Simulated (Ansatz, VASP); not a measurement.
## Two plane-wave programs on MgO

```
CELL_PARAMETERS angstrom
0.00000 2.10217 2.10217
2.10217 0.00000 2.10217
2.10217 2.10217 0.00000
ATOMIC_POSITIONS crystal
Mg 0.00000 0.00000 0.00000
O 0.50000 0.50000 0.50000
```

Alike in both runs: functional r2SCAN; k mesh 10 × 10 × 10; occupations gaussian, width 0.02 eV; no spin polarisation.

Ansatz relaxed the structure, and its values are those at the end. VASP's run is a single point on that final structure, the one shown.

```csv
,VASP,Ansatz
version,VASP 6.6.1,Ansatz 0.2.0
potentials or method,"VASP PAW PBE potentials, release 64 (Mg_sv, O), cutoff 750 eV","scalar-relativistic, plane waves, PAW"
valence electrons in the cell,16,16
```

|  | VASP | Ansatz | Ansatz less VASP |
| --- | --- | --- | --- |
| gap on the k mesh at the Fermi level (eV) | 5.70 | 5.68 | -0.019 |
| least direct gap on the mesh (eV) | 5.70 | 5.68 | -0.019 |
| pressure (GPa) | 0.0 | 0.0 | +0.03 |

VASP's potentials were made for PBE, not for r2SCAN. The functional is the same, so the differences come from potentials, cutoffs and numerics.
